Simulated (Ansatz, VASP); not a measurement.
## One calculation of Hf, two programs

Contents of POSCAR:

```
Hf
1.0
    3.2046233997      0.0000000000      0.0000000000
   -1.6023116998      2.7752852737      0.0000000000
    0.0000000000      0.0000000000      5.0676571121
Hf
2
Direct
    0.3333333333      0.6666666667      0.2500000000
    0.6666666667      0.3333333333      0.7500000000
```

INCAR.step1

```
SYSTEM = Hf
PREC     = Accurate       ! precision mode
ENCUT    = 550            ! plane-wave cutoff, eV
ISMEAR   = 0              ! smearing method
SIGMA    = 0.1            ! smearing width, eV
LREAL    = .False.        ! projectors in reciprocal space
LASPH    = .True.         ! aspherical terms in the spheres
NELM     = 120            ! most SCF steps
GGA      = PE             ! functional
ALGO     = Normal         ! electronic algorithm
EDIFF    = 1E-5           ! SCF threshold, eV
LWAVE    = .True.         ! write WAVECAR
LCHARG   = .False.        ! write CHGCAR
GGA_COMPAT= .False.      
IBRION   = 2              ! ionic algorithm
ISIF     = 3              ! what is computed and relaxed
EDIFFG   = -0.005         ! ionic threshold
NELMIN   = 4            
NSW      = 100            ! ionic steps
```

File INCAR.step2:

```
SYSTEM = Hf
PREC     = Accurate       ! precision mode
ENCUT    = 550            ! plane-wave cutoff, eV
EDIFF    = 1E-7           ! SCF threshold, eV
ISMEAR   = 0              ! smearing method
SIGMA    = 0.1            ! smearing width, eV
LREAL    = .False.        ! projectors in reciprocal space
LASPH    = .True.         ! aspherical terms in the spheres
NELM     = 120            ! most SCF steps
ALGO     = Normal         ! electronic algorithm
ISIF     = 3              ! what is computed and relaxed
LWAVE    = .False.        ! write WAVECAR
LCHARG   = .False.        ! write CHGCAR
METAGGA  = R2SCAN         ! meta-GGA
LMIXTAU  = .True.       
IBRION   = 2              ! ionic algorithm
NSW      = 70             ! ionic steps
EDIFFG   = -0.005         ! ionic threshold
ISTART   = 1            
GGA_COMPAT= .False.      
NELMIN   = 4
```

Contents of KPOINTS:

```
regular mesh
0
Gamma
  15 15 8
  0 0 0
```

Input for Ansatz:

```yaml
crystal:
  lattice:
    - [3.2046233997, 0.0, 0.0]
    - [-1.6023116998, 2.7752852737, 0.0]
    - [0.0, 0.0, 5.0676571121]
  atoms:
    - { symbol: Hf, position: [0.3333333333, 0.6666666667, 0.25] }
    - { symbol: Hf, position: [0.6666666667, 0.3333333333, 0.75] }
basis:
  ecutwfc: 500
kpoints:
  mp_grid: { grid: [15, 15, 8] }
hamiltonian:
  xc: r2scan
scf:
  occupations: { method: gaussian, width: 0.1 }
output:
  forces: true
  stress: true
  eigenvalues: true
  write_density: true
  write_potential: true
  elf: true
  volumetric_format: npy
relax:
  adjacent_minimum: "off"
  f_tol: 0.005
  max_steps: 50
  cell: { stress_tol: 0.05 }
```

Alike in both runs: task relaxation of cell and atoms; functional r2SCAN; k mesh 15 × 15 × 8; occupations gaussian, width 0.1 eV; no spin polarisation.

```csv
,VASP,Ansatz
version,VASP 6.6.1,Ansatz 0.2.0
potentials or method,"VASP PAW PBE potentials, release 64 (Hf_pv), cutoff 550 eV","scalar-relativistic, plane waves, PAW"
valence electrons in the cell,20,52
```

VASP gave:

```
gap on the k mesh at the Fermi level, each at its own relaxed structure (eV)  : none
relaxed volume (Å³/atom)                                                      : 22.23
relaxed length of the cell vector where the two differ most in proportion (Å) : 5.034
```

Estimate Ansatz's values.

gap on the k mesh at the Fermi level, each at its own relaxed structure (eV): none; relaxed volume (Å³/atom): 22.35; relaxed length of the cell vector where the two differ most in proportion (Å): 5.047.

VASP's potentials were made for PBE, not for r2SCAN. A gap of «none» marks a metal or a gap that the smearing closes. VASP's potentials hold 20 valence electrons a cell and Ansatz's 52, so a difference there can come from the potentials and not from the codes.

Spin-orbit coupling is off throughout.
